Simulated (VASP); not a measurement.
# TiO2 in VASP: a series of runs, part 3 of 3

VASP 6.6.1.

## Step 7: Single point, PBE+U

This run uses another cell than the first one, of 11.80 Å³/atom.

File INCAR:

```
  PREC = Accurate
  ENCUT = 520
  EDIFF = 1E-6
  ISMEAR = 0
  SIGMA = 0.02
  LREAL = F
  LASPH = T
  NELM = 150
  ALGO = Normal
  ISIF = 2
  LWAVE = F
  LCHARG = T
  LMAXMIX = 4
  LDAU = T
  LDAUTYPE = 2
  LDAUL = 2 -1
  LDAUU = 4 0
  LDAUJ = 0 0
  LDAUPRINT = 1
  GGA = PE
  LELF = T
  LVHAR = T
  NBANDS = 60
```

File KPOINTS:

```
regular mesh
0
Gamma
  6 6 4
```

File POSCAR:

```
TiO2
1.0
    3.7034607042      0.0000000000      0.0000000000
    0.0000000000      3.8394920104      0.0000000000
    0.0000000000      0.0000000000      9.9576936142
Ti O
4 8
Direct
    0.0000000000      0.0000000000      0.0034673840
    0.0000000000      0.5000000000      0.2465326160
    0.5000000000      0.5000000000      0.5034673840
    0.5000000000      0.0000000000      0.7465326160
    0.0000000000      0.5000000000      0.4537256368
    0.0000000000      0.0000000000      0.2027837657
    0.0000000000      0.5000000000      0.0472162343
    0.5000000000      0.5000000000      0.2962743632
    0.5000000000      0.0000000000      0.9537256368
    0.5000000000      0.5000000000      0.7027837657
    0.5000000000      0.0000000000      0.5472162343
    0.0000000000      0.0000000000      0.7962743632
```

Potentials or basis: VASP PAW PBE potentials, release 64 (Ti_sv, O).

Started as:

```console
$ cat potpaw_PBE.64/Ti_sv/POTCAR potpaw_PBE.64/O/POTCAR > POTCAR
$ mpirun -np 1 vasp_std > vasp.out
```

OUTCAR:

```text
PREC = Accurate
   ENCUT = 520
   EDIFF = 1E-6
   ISMEAR = 0
   LREAL = F
   LASPH = T
   NELM = 150
   ISIF = 2
   GGA = PE

 ion  position               nearest neighbor table
   1  0.000  0.000  0.003-   9 1.92   9 1.92   7 1.97   7 1.97   6 1.98  12 2.06
   2  0.000  0.500  0.247-   8 1.92   8 1.92   6 1.97   6 1.97   7 1.98   5 2.06
   3  0.500  0.500  0.503-   5 1.92   5 1.92  11 1.97  11 1.97  10 1.98   8 2.06
   4  0.500  0.000  0.747-  12 1.92  12 1.92  10 1.97  10 1.97  11 1.98   9 2.06
   5  0.000  0.500  0.454-   3 1.92   3 1.92   2 2.06
   6  0.000  0.000  0.203-   2 1.97   2 1.97   1 1.98
   7  0.000  0.500  0.047-   1 1.97   1 1.97   2 1.98
   8  0.500  0.500  0.296-   2 1.92   2 1.92   3 2.06
   9  0.500  0.000  0.954-   1 1.92   1 1.92   4 2.06
  10  0.500  0.500  0.703-   4 1.97   4 1.97   3 1.98
  11  0.500  0.000  0.547-   3 1.97   3 1.97   4 1.98
  12  0.000  0.000  0.796-   4 1.92   4 1.92   1 2.06

  LATTYP: Found a simple orthorhombic cell.
 ALAT       =     3.7034607042
 B/A-ratio  =     1.0367308626
 C/A-ratio  =     2.6887536846

[... 365 lines left out ...]
      6     -30.3654      2.00000
[... 1501 lines left out ...]
     59       8.1850      0.00000
     60       8.1850      0.00000

 [... further k-points ...]

------------------------ aborting loop because EDIFF is reached ----------------------------------------

  FORCE on cell =-STRESS in cart. coord.  units (eV):
  Direction    XX          YY          ZZ          XY          YZ          ZX
  --------------------------------------------------------------------------------------
  -------------------------------------------------------------------------------------
  Total       11.2035767      3.6519357      3.0858219      0.0000000      0.0000000      0.0000000
  in kB      126.7730695     41.3231513     34.9173412      0.0000000      0.0000000      0.0000000
  external PRESSURE =      67.6711873 kB  Pullay stress =       0.0000000 kB

 VOLUME and BASIS-vectors are now :
 -----------------------------------------------------------------------------
  energy-cutoff  :      520.00
  volume of cell :      141.59
      direct lattice vectors                 reciprocal lattice vectors
     3.703460704  0.000000000  0.000000000     0.270017716  0.000000000  0.000000000
     0.000000000  3.839492010  0.000000000     0.000000000  0.260451121  0.000000000
     0.000000000  0.000000000  9.957693614     0.000000000  0.000000000  0.100424861

 POSITION                                       TOTAL-FORCE (eV/Angst)
 -----------------------------------------------------------------------------------
      0.00000      0.00000      0.03453        -0.000000     -0.000000     -0.066986
      0.00000      1.91975      2.45490        -0.000000     -0.000000      0.066986
      1.85173      1.91975      5.01337        -0.000000     -0.000000     -0.066986
      1.85173      0.00000      7.43374         0.000000      0.000000      0.066986
      0.00000      1.91975      4.51806        -0.000000     -0.000000      0.039852
      0.00000      0.00000      2.01926         0.000000      0.000000      0.206687
      0.00000      1.91975      0.47016        -0.000000      0.000000     -0.206687
      1.85173      1.91975      2.95021         0.000000     -0.000000     -0.039852
      1.85173      0.00000      9.49691        -0.000000      0.000000      0.039852
      1.85173      1.91975      6.99811        -0.000000      0.000000      0.206687
      1.85173      0.00000      5.44901        -0.000000     -0.000000     -0.206687
      0.00000      0.00000      7.92906        -0.000000     -0.000000     -0.039852
 -----------------------------------------------------------------------------------
    total drift:                                0.000000      0.000000      0.000000

  FREE ENERGIE OF THE ION-ELECTRON SYSTEM (eV)
  ---------------------------------------------------
  free  energy   TOTEN  =       -96.8201957685 eV

  energy  without entropy=      -96.8201957685  energy(sigma->0) =      -96.82019577
```

Run time: 9.5 min. Hardware: 1 thread of Oxide Virtual Turin-like, shared host; peak memory 0.38 GiB.

What came out:

```
Free energy            : -96.8202 eV
Pressure               : 6.8 GPa
Largest force          : 0.207 eV/Å
Band gap on the k mesh : 2.83 eV
```

Forces on the atoms (eV/Å):
```
Ti   0.000  0.000 -0.067
Ti   0.000  0.000  0.067
Ti   0.000  0.000 -0.067
Ti   0.000  0.000  0.067
O    0.000  0.000  0.040
O    0.000  0.000  0.207
O    0.000  0.000 -0.207
O    0.000  0.000 -0.040
O    0.000  0.000  0.040
O    0.000  0.000  0.207
O    0.000  0.000 -0.207
O    0.000  0.000 -0.040
```

Levels at points of the mesh, in eV from the valence-band top:
| k point | band 45 | band 46 | band 47 | band 48 | band 49 | band 50 | band 51 | band 52 |
| --- | --- | --- | --- | --- | --- | --- | --- | --- |
| (0.00, 0.00, 0.00) | -0.33 | -0.28 | -0.02 | -0.01 | 2.83 | 3.10 | 3.17 | 3.45 |
| (0.50, 0.00, 0.00) | -0.77 | -0.77 | -0.76 | -0.76 | 3.92 | 3.92 | 3.95 | 3.95 |
| (0.00, 0.50, 0.00) | -0.88 | -0.88 | -0.63 | -0.63 | 3.97 | 3.97 | 4.02 | 4.02 |
| (0.50, 0.50, 0.00) | -0.04 | -0.04 | -0.04 | -0.04 | 3.74 | 3.74 | 3.74 | 3.74 |
| (0.00, 0.00, 0.50) | -0.13 | -0.13 | -0.12 | -0.12 | 2.92 | 2.92 | 3.36 | 3.36 |
| (0.50, 0.00, 0.50) | -0.76 | -0.76 | -0.62 | -0.62 | 3.81 | 3.81 | 3.97 | 3.97 |
| (0.00, 0.50, 0.50) | -0.70 | -0.70 | -0.69 | -0.69 | 3.92 | 3.92 | 3.98 | 3.98 |
| (0.50, 0.50, 0.50) | -0.20 | -0.20 | -0.20 | -0.20 | 3.95 | 3.95 | 3.95 | 3.95 |

Eigenvalues of the final occupation matrices:
```
    site  spin  trace               eigenvalues
site 1 d     1   0.80  0.09 0.11 0.12 0.24 0.25
site 1 d     2   0.80  0.09 0.11 0.12 0.24 0.25
site 2 d     1   0.80  0.09 0.11 0.12 0.24 0.25
site 2 d     2   0.80  0.09 0.11 0.12 0.24 0.25
site 3 d     1   0.80  0.09 0.11 0.12 0.24 0.25
site 3 d     2   0.80  0.09 0.11 0.12 0.24 0.25
site 4 d     1   0.80  0.09 0.11 0.12 0.24 0.25
site 4 d     2   0.80  0.09 0.11 0.12 0.24 0.25
```

Caveat: the stress differs along the axes, from 3 to 13 GPa. A k mesh can miss the band edges.

## Step 8: The runs side by side

```tsv
cell	k mesh	gap on the mesh (eV)	pressure (GPa)	largest force (eV/Å)
a = 3.933, b = 3.795, c = 9.653 Å, 12 atoms, atomic positions A	6 × 6 × 4	2.64	1.8	0.25
a = 3.646, b = 3.861, c = 9.885 Å, 12 atoms, atomic positions B	6 × 6 × 4	2.86	11.2	0.46
a = 3.761, b = 3.761, c = 9.863 Å, 12 atoms, atomic positions C	6 × 6 × 4	2.80	9.0	0.04
a = 5.584 Å, angles 140.0, 140.0, 57.8°, 6 atoms, atomic positions D	8 × 8 × 8	2.68	4.2	0.15
a = 3.703, b = 3.839, c = 9.958 Å, 12 atoms, atomic positions B	6 × 6 × 4	2.83	6.8	0.21
```

Alike in all rows: task single point; level PBE+U; potentials or basis VASP PAW PBE potentials, release 64 (Ti_sv, O); no spin polarisation; Ti d U = 4.0 eV; cutoff (eV) 520; smearing gaussian 0.02 eV.

Caveats: the stress differs along the axes, from -3 to 5 GPa (at least some runs); the stress differs along the axes, from 3 to 22 GPa (at least some runs); the stress differs along the axes, from 4 to 11 GPa (at least some runs); the cell stands under pressure (at least some runs); the stress differs along the axes, from 3 to 13 GPa (at least some runs).

Absolute energies hang on the potentials; compare differences alone.
